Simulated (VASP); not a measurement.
# TeAs2 (I4_1/amd) in VASP: notebook

The runs below take TeAs2 through single point, with PBEsol.

All numbers are computed with VASP 6.6.1; they aren't measurements. Logs are shortened: lines on timing, memory, paths and dates and some standing lists are left out, and cuts for length are marked.

## Step 1: The cell of the first run

It takes space group I4_1/amd (No. 141, tetragonal). Conventional cell: a = 7.113 Å, b = 7.113 Å, c = 5.881 Å, α = 90.00°, β = 90.00°, γ = 90.00°. Te (site symmetry -4m2) has 4 As at 2.83 Å within 3.7 Å. As (site symmetry 2/m) has 2 Te at 2.83 Å and 6 As at 2.91 to 3.56 Å within 3.7 Å.

## Step 2: Single point, PBEsol

Contents of INCAR:

```
SYSTEM = TeAs2
ALGO = Normal ; EDIFF = 1E-6
ENCUT = 520 ; GGA = PS
ISIF = 2 ; ISMEAR = 1
LASPH = .TRUE. ; LCHARG = .FALSE.
LREAL = .FALSE. ; LWAVE = .FALSE.
NBANDS = 25 ; NELM = 80
PREC = Accurate ; SIGMA = 0.01
```

Contents of KPOINTS:

```
k-points
0
G
  8 8 8
  0 0 0
```

Contents of POSCAR:

```
TeAs2
1.0
   -3.5564540000      3.5564540000      2.9405160000
    3.5564540000     -3.5564540000      2.9405160000
    3.5564540000      3.5564540000     -2.9405160000
Te As
2 4
Direct
    0.7500000000      0.2500000000      0.5000000000
    0.0000000000      0.0000000000      0.0000000000
    0.3750000000      0.6250000000      0.2500000000
    0.3750000000      0.1250000000      0.7500000000
    0.3750000000      0.6250000000      0.7500000000
    0.8750000000      0.6250000000      0.2500000000
```

Potentials or basis: VASP PAW PBE potentials, release 64 (Te, As).

Launch:

```
> cat potpaw_PBE.64/Te/POTCAR potpaw_PBE.64/As/POTCAR > POTCAR
> mpirun -np 1 vasp_std > vasp.out
```

OUTCAR:

```text
SYSTEM = TeAs2
   EDIFF = 1E-6
   ENCUT = 520
   GGA = PS
   ISIF = 2
   ISMEAR = 1
   LASPH = .TRUE.
   LREAL = .FALSE.
   NELM = 80
   PREC = Accurate

 ion  position               nearest neighbor table
   1  0.750  0.250  0.500-   4 2.83   6 2.83   5 2.83   3 2.83
   2  0.000  0.000  0.000-   4 2.83   6 2.83   3 2.83   5 2.83
   3  0.375  0.625  0.250-   1 2.83   2 2.83   6 2.91   5 2.91   5 2.91   6 2.91
   4  0.375  0.125  0.750-   1 2.83   2 2.83   5 2.91   6 2.91   5 2.91   6 2.91
   5  0.375  0.625  0.750-   2 2.83   1 2.83   4 2.91   3 2.91   4 2.91   3 2.91
   6  0.875  0.625  0.250-   1 2.83   2 2.83   3 2.91   4 2.91   3 2.91   4 2.91

  LATTYP: Found a body centered tetragonal cell.
 ALAT       =     7.1129080000
 C/A-ratio  =     0.8268112001

  Lattice vectors:

 A1 = (  -3.5564540000,   3.5564540000,   2.9405160000)
 A2 = (   3.5564540000,  -3.5564540000,   2.9405160000)
 A3 = (   3.5564540000,   3.5564540000,  -2.9405160000)

Analysis of symmetry for initial positions (statically):
=====================================================================
 Subroutine PRICEL returns:
 Original cell was already a primitive cell.

 Routine SETGRP: Setting up the symmetry group for a
 body centered tetragonal supercell.

 Subroutine GETGRP returns: Found 16 space group operations
 (whereof  8 operations were pure point group operations)
 out of a pool of 16 trial point group operations.

The static configuration has the point symmetry D_2d.
 The point group associated with its full space group is D_4h.

Analysis of symmetry for dynamics (positions and initial velocities):
=====================================================================
 Subroutine PRICEL returns:
 Original cell was already a primitive cell.

 Routine SETGRP: Setting up the symmetry group for a
 body centered tetragonal supercell.

 Subroutine GETGRP returns: Found 16 space group operations
 (whereof  8 operations were pure point group operations)
 out of a pool of 16 trial point group operations.

The dynamic configuration has the point symmetry D_2d.
 The point group associated with its full space group is D_4h.

 Subroutine INISYM returns: Found 16 space group operations
 (whereof  8 operations are pure point group operations),
 and found     1 'primitive' translations

----------------------------------------------------------------------------------------

                                     Primitive cell

  volume of cell :     148.7709

  direct lattice vectors                    reciprocal lattice vectors
    -3.556454000  3.556454000  2.940516000     0.000000000  0.140589475  0.170038184
     3.556454000 -3.556454000  2.940516000     0.140589475  0.000000000  0.170038184
     3.556454000  3.556454000 -2.940516000     0.140589475  0.140589475  0.000000000

  length of vectors
     5.826093413  5.826093413  5.826093413     0.220631785  0.220631785  0.198823542

  position of ions in fractional coordinates (direct lattice)
     0.750000000  0.250000000  0.500000000
     0.000000000  0.000000000  0.000000000
     0.375000000  0.625000000  0.250000000
     0.375000000  0.125000000  0.750000000
     0.375000000  0.625000000  0.750000000
     0.875000000  0.625000000  0.250000000

  ion indices of the primitive-cell ions
   primitive index   ion index
                 1           1
                 2           2
                 3           3
                 4           4
                 5           5
                 6           6

----------------------------------------------------------------------------------------

 KPOINTS: k-points

Automatic generation of k-mesh.
 Grid dimensions read from file:
 generate k-points for:    8    8    8

 Generating k-lattice:

  Cartesian coordinates                     Fractional coordinates (reciprocal lattice)
     0.000000000  0.017573684  0.021254773     0.125000000  0.000000000 -0.000000000
     0.017573684  0.000000000  0.021254773     0.000000000  0.125000000 -0.000000000
     0.017573684  0.017573684  0.000000000     0.000000000  0.000000000  0.125000000

  Length of vectors
     0.027578973  0.027578973  0.024852943

  Shift w.r.t. Gamma in fractional coordinates (k-lattice)
     0.000000000  0.000000000  0.000000000

 Subroutine IBZKPT returns following result:
 ===========================================

 Found     59 irreducible k-points:

 Following reciprocal coordinates:
            Coordinates               Weight
  0.000000  0.000000  0.000000      1.000000
  0.125000  0.000000  0.000000      8.000000
  0.250000  0.000000  0.000000      8.000000
  0.375000  0.000000 -0.000000      8.000000
  0.500000  0.000000  0.000000      4.000000
  0.125000  0.125000 -0.000000      8.000000
[... 16 lines left out ...]
  0.250000  0.125000  0.125000     16.000000
  0.375000  0.125000  0.125000      8.000000
 [... further k-points ...]
   k-points           NKPTS =     59   k-points in BZ     NKDIM =     59   number of bands    NBANDS=     25
   number of dos      NEDOS =    301   number of ions     NIONS =      6
   total plane-waves  NPLWV = 110592
   dimension x,y,z NGX =    48 NGY =   48 NGZ =   48
   dimension x,y,z NGXF=    96 NGYF=   96 NGZF=   96
   ions per type =               2   4
   NGX,Y,Z   is equivalent  to a cutoff of  13.70, 13.70, 13.70 a.u.
   NGXF,Y,Z  is equivalent  to a cutoff of  27.39, 27.39, 27.39 a.u.
 SYSTEM =  TeAs2
   PREC   = accura    normal or accurate (medium, high low for compatibility)
   ISTART =      0    job   : 0-new  1-cont  2-samecut
   ICHARG =      2    charge: 1-file 2-atom 10-const
   ISPIN  =      1    spin polarized calculation?
   LNONCOLLINEAR =      F non collinear calculations
   LSORBIT =      F    spin-orbit coupling
   LASPH  =      T    aspherical Exc in radial PAW
   ENCUT  =  520.0 eV  38.22 Ry    6.18 a.u.  10.83 10.83 10.83*2*pi/ulx,y,z
   NELM   =     80;   NELMIN=  2; NELMDL= -5     # of ELM steps
   EDIFF  = 0.1E-05   stopping-criterion for ELM
   LREAL  =      F    real-space projection
   EDIFFG = 0.1E-04   stopping-criterion for IOM
   NSW    =      0    number of steps for IOM
   IBRION =     -1    ionic relax: 0-MD 1-quasi-New 2-CG
   NFREE  =      0    steps in history (QN), initial steepest desc. (CG)
   ISIF   =      2    stress and relaxation
   ISYM   =      2    0-nonsym 1-usesym 2-fastsym
   POTIM  = 0.5000    time-step for ionic-motion
   TEBEG  =    0.0;   TEEND  =   0.0 temperature during run
   PSTRESS=    0.0 pullay stress
   NELECT =      32.0000    total number of electrons
   NUPDOWN=      -1.0000    fix difference up-down
   EMIN   =  10.00;   EMAX   =-10.00  energy-range for DOS
   EFERMI =   0.00;   METHOD = LEGACY
   ISMEAR =     1;   SIGMA  =   0.01  broadening in eV -4-tet -1-fermi 0-gaus
   EFERMI_NEDOS =   21; number of points for ismear=-14 and -15
   IALGO  =     38    algorithm
   IMIX   =      4    mixing-type and parameters
     AMIX     =   0.40;   BMIX     =  1.00
     AMIX_MAG =   1.60;   BMIX_MAG =  1.00
  volume/ion in A,a.u.               =      24.80       167.33
  Fermi-wavevector in a.u.,A,eV,Ry     =   0.980887  1.853607 13.090692  0.962139
  Thomas-Fermi vector in A             =   2.111851
   LORBIT       =      0    0 simple, 1 ext, 2 COOP (PROOUT), +10 PAW based schemes
   GGA     = PS    functional components
   LHFCALC =     F    Hartree Fock is set to
   AEXX    =    0.0000 exact exchange contribution
   IVDW    =     0    specifies the selected vdW correction
   LEPSILON=     F    determine dielectric tensor
   LRPA    =     F    only Hartree local field effects (RPA)
 non-spin polarized calculation
 Methfessel and Paxton  Order N= 1 SIGMA  =   0.01
  energy-cutoff  :      520.00
  volume of cell :      148.77
 maximum number of plane-waves:      4035
 NGX is ok and might be reduce to    48
   NGX = 21   NGY = 21   NGZ = 21

 number of electron      31.9999998 magnetization

 Free energy of the ion-electron system (eV)
  ---------------------------------------------------
  ext. energy  EPLUGINS =         0.00000000
  ---------------------------------------------------
  free energy    TOTEN  =       -26.34019079 eV

  energy without entropy =      -26.34020387  energy(sigma->0) =      -26.34019515

 E-fermi :   5.5240     XC(G=0):  -9.9801

 val. band max:        5.5216553941   @ k =   0.5000   0.5000   0.2500
 cond. band min:       5.5310946681   @ k =  -0.3750   0.5000   0.1250
 fundamental gap:      0.0094392741
 Fermi energy:         5.5240003745

 k-point     1 :       0.0000    0.0000    0.0000
  band No.  band energies     occupation
      1      -8.4701      2.00000
      2      -5.3361      2.00000
      3      -4.6523      2.00000
      4      -4.6523      2.00000
      5      -3.8566      2.00000
      6      -3.3442      2.00000
[... 17 lines left out ...]
     24      10.4858      0.00000
     25      10.8284      0.00000

 k-point     2 :       0.1250    0.0000    0.0000
  band No.  band energies     occupation
      1      -8.3698      2.00000
      2      -5.5077      2.00000
      3      -4.6866      2.00000
      4      -4.6826      2.00000
      5      -4.0681      2.00000
      6      -3.3090      2.00000
[... 17 lines left out ...]
     24      10.1003      0.00000
     25      11.1539      0.00000

 k-point     3 :       0.2500    0.0000    0.0000
  band No.  band energies     occupation
      1      -8.0716      2.00000
      2      -5.7766      2.00000
      3      -5.2372      2.00000
      4      -4.7526      2.00000
      5      -4.3500      2.00000
      6      -2.9777      2.00000
[... 552 lines left out ...]
 k-point    23 :       0.2500    0.1250    0.1250
  band No.  band energies     occupation
      1      -7.4431      2.00000
      2      -6.1532      2.00000
      3      -5.9518      2.00000
      4      -5.5473      2.00000
      5      -3.8012      2.00000
      6      -2.6000      2.00000
[... 17 lines left out ...]
     24       9.6776      0.00000
     25      11.1217      0.00000

 k-point    24 :       0.3750    0.1250    0.1250
  band No.  band energies     occupation
      1      -6.8715      2.00000
      2      -6.7109      2.00000
      3      -6.1085      2.00000
      4      -5.6846      2.00000
      5      -3.7538      2.00000
      6      -2.4340      2.00000
[... 17 lines left out ...]
     24       9.9958      0.00000
     25      11.0019      0.00000

 [... further k-points ...]

------------------------ aborting loop because EDIFF is reached ----------------------------------------

  FORCE on cell =-STRESS in cart. coord.  units (eV):
  Direction    XX          YY          ZZ          XY          YZ          ZX
  --------------------------------------------------------------------------------------
  -------------------------------------------------------------------------------------
  Total       -3.0296654     -3.0296654     -4.0791762      0.0000000     -0.0000000      0.0000000
  in kB      -32.6277644    -32.6277644    -43.9303958      0.0000000     -0.0000000      0.0000000
  external PRESSURE =     -36.3953082 kB  Pullay stress =       0.0000000 kB

 VOLUME and BASIS-vectors are now :
 -----------------------------------------------------------------------------
  energy-cutoff  :      520.00
  volume of cell :      148.77
      direct lattice vectors                 reciprocal lattice vectors
    -3.556454000  3.556454000  2.940516000     0.000000000  0.140589475  0.170038184
     3.556454000 -3.556454000  2.940516000     0.140589475  0.000000000  0.170038184
     3.556454000  3.556454000 -2.940516000     0.140589475  0.140589475  0.000000000

 POSITION                                       TOTAL-FORCE (eV/Angst)
 -----------------------------------------------------------------------------------
      0.00000      3.55645      1.47026        -0.000000      0.000000     -0.000000
      0.00000      0.00000      0.00000         0.000000     -0.000000      0.000000
      1.77823     -0.00000      2.20539         0.000000      0.000000      0.000000
      1.77823      3.55645     -0.73513         0.000000      0.000000      0.000000
      3.55645      1.77823      0.73513         0.000000      0.000000      0.000000
     -0.00000      1.77823      3.67564         0.000000      0.000000      0.000000
 -----------------------------------------------------------------------------------
    total drift:                                0.000000     -0.000000      0.000000

  FREE ENERGIE OF THE ION-ELECTRON SYSTEM (eV)
  ---------------------------------------------------
  free  energy   TOTEN  =       -26.3401907857 eV

  energy  without entropy=      -26.3402038699  energy(sigma->0) =      -26.34019515
```

Wall time 5.5 min (1 thread of Intel Xeon 8259CL, shared host); peak memory 0.43 GiB.

What came out:

| Property | Result |
| --- | --- |
| Free energy | -26.3402 eV |
| Pressure | -3.6 GPa |
| Band gap on the k mesh | zero (bands 16 and 17 overlap by 0.55 eV) |

Levels at points of the mesh, in eV from the Fermi level:
```tsv
k point	band 14	band 15	band 16	band 17	band 18	band 19
(0.00, 0.00, 0.00)	-2.08	-2.08	-0.67	1.70	3.05	3.05
(0.50, 0.00, 0.00)	-0.87	-0.33	-0.33	-0.14	0.22	1.41
(0.50, 0.50, 0.00)	-1.11	-0.96	-0.96	-0.22	-0.22	2.00
(0.50, 0.50, 0.50)	-0.73	0.09	0.09	0.15	0.15	0.75
```

Caveat: the cell stands under tension; the PAW data sets were made with another functional, which shifts forces and pressure a little; spin-orbit coupling is left out, which moves the levels of the heavy elements.

## Step 3: Single point, PBEsol

Contents of INCAR:

```
ALGO = Normal
EDIFF = 1E-6
ENCUT = 520
GGA = PS
ISIF = 2
ISMEAR = 1
LASPH = True
LCHARG = False
LREAL = False
LWAVE = False
NBANDS = 25
NELM = 80
PREC = Accurate
SIGMA = 0.1
```

Contents of KPOINTS:

```
k-points
0
Gamma
  8 8 8
```

POSCAR is that of step 2.

Potentials or basis: VASP PAW PBE potentials, release 64 (Te, As).

Launch:

```
> cat potpaw_PBE.64/Te/POTCAR potpaw_PBE.64/As/POTCAR > POTCAR
> mpirun -np 1 vasp_std > vasp.out
```

Wall time 6.6 min (1 thread of Intel Xeon 8259CL, shared host); peak memory 0.43 GiB.

Results (log left out):

```
Free energy            : -26.3409 eV
Pressure               : -3.7 GPa
Band gap on the k mesh : zero (bands 16 and 17 overlap by 0.55 eV)
```

Stress tensor (GPa, compression positive):
```
-3.28  0.00  0.00
 0.00 -3.28  0.00
 0.00  0.00 -4.49
```

Levels at points of the mesh, in eV from the Fermi level:
| k point | band 12 | band 13 | band 14 | band 15 | band 16 | band 17 | band 18 | band 19 | band 20 | band 21 |
| --- | --- | --- | --- | --- | --- | --- | --- | --- | --- | --- |
| (0.00, 0.00, 0.00) | -2.73 | -2.73 | -2.06 | -2.06 | -0.66 | 1.72 | 3.06 | 3.06 | 3.84 | 4.01 |
| (0.50, 0.00, 0.00) | -1.97 | -1.53 | -0.85 | -0.31 | -0.31 | -0.12 | 0.24 | 1.42 | 1.67 | 2.81 |
| (0.50, 0.50, 0.00) | -2.04 | -1.09 | -1.09 | -0.94 | -0.94 | -0.20 | -0.20 | 2.02 | 2.02 | 3.50 |
| (0.50, 0.50, 0.50) | -2.77 | -0.71 | -0.71 | 0.11 | 0.11 | 0.17 | 0.17 | 0.77 | 0.77 | 2.78 |

Caveat: the cell stands under tension; the PAW data sets were made with another functional, which shifts forces and pressure a little; spin-orbit coupling is left out, which moves the levels of the heavy elements.
